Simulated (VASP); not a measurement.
PbSe (Clausthalite), 2 atoms in the cell. Symmetry: Fm-3m, No. 225, cubic system. Conventional cell: a = 6.121 Å, b = 6.121 Å, c = 6.121 Å, α = 90.00°, β = 90.00°, γ = 90.00°. Pb (site symmetry m-3m) has 6 Se at 3.06 Å within 4.0 Å. Within 4.0 Å of Se (site symmetry m-3m) lie 6 Pb at 3.06 Å. 

```yaml
Program: VASP 6.6.1
Task: relaxation of cell and atoms
Functional: revPBE
Potentials_or_basis: VASP PAW PBE potentials, release 64 (Pb_d, Se)
Cutoff: 600 eV
k_mesh: 8 × 8 × 8
Occupations: fermi-dirac, width 0.05 eV
Spin: no spin polarisation
Dipole_correction: no
Further_INCAR_settings: ALGO = Normal; EDIFF = 1e-06; IBRION = 2; EDIFFG = -0.02; NSW = 80; ISIF = 3
```

Potentials or basis: VASP PAW PBE potentials, release 64 (Pb_d, Se).

Command:

```bash
$ cat potpaw_PBE.64/Pb_d/POTCAR potpaw_PBE.64/Se/POTCAR > POTCAR
$ mpirun -np 1 vasp_std > vasp.out
```

Hardware: 1 thread of Intel(R) Xeon(R) 6975P-C (Granite Rapids) (shared host).

**Question.** Estimate the wall time of this run.

**Answer.** It took 25 s on 1 thread of Intel(R) Xeon(R) 6975P-C (Granite Rapids), on a shared host, peak memory 0.23 GiB. Counts: scf iterations 29, k points 29, ion steps 3.
